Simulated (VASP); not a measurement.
Input of a VASP 6.6.1 run:

INCAR

```
SYSTEM = Re
PREC = Accurate
ENCUT = 520
EDIFF = 1E-7
ISMEAR = -1
SIGMA = 0.05
LREAL = .False.
LASPH = .True.
NELM = 100
ALGO = Normal
ISIF = 2
LWAVE = .False.
LCHARG = .True.
GGA = B5
ALDAX = 1.0
AGGAX = 1.0
AGGAC = 1.0
ALDAC = 0.0
IVDW = 12
VDW_S6 = 1.0
VDW_S8 = 2.6996
VDW_A1 = 0.4298
VDW_A2 = 4.2359
LELF = .True.
LVHAR = .True.
NBANDS = 22
```

The input KPOINTS:

```
Automatic mesh
0
Gamma
  11 11 3
  0 0 0
```

The input POSCAR:

```
Re
1.0
    2.7648913936      0.0000000000      0.0000000000
   -1.3824456968      2.3944661856      0.0000000000
    0.0000000000      0.0000000000      8.9257085508
Re
4
Direct
    0.6666666667      0.3333333333      0.7500000000
    0.0000000000      0.0000000000      0.5000000000
    0.3333333333      0.6666666667      0.2500000000
    0.0000000000      0.0000000000      0.0000000000
```

Potentials or basis: VASP PAW PBE potentials, release 64 (Re).

The run is started by

```bash
$ cat potpaw_PBE.64/Re/POTCAR > POTCAR
$ mpirun -np 1 vasp_std > vasp.out
```

Task: Predict the dispersion energy per atom.

Result: -1.587 eV.

Task: Estimate the pressure.

Result: 2.4 GPa.

Task: Estimate the band gap on the k mesh.

Result: Zero (band 14 reaches 9.71 eV, above the bottom of band 15 at 7.16 eV).

Stress tensor (GPa, compression positive):
```
2.42 0.00 0.00
0.00 2.42 0.00
0.00 0.00 2.32
```

Caveat: the PAW data sets were made with another functional, which shifts forces and pressure a little; spin-orbit coupling is left out, which moves the levels of the heavy elements; pairwise dispersion overbinds metals, which lowers pressure and volume.
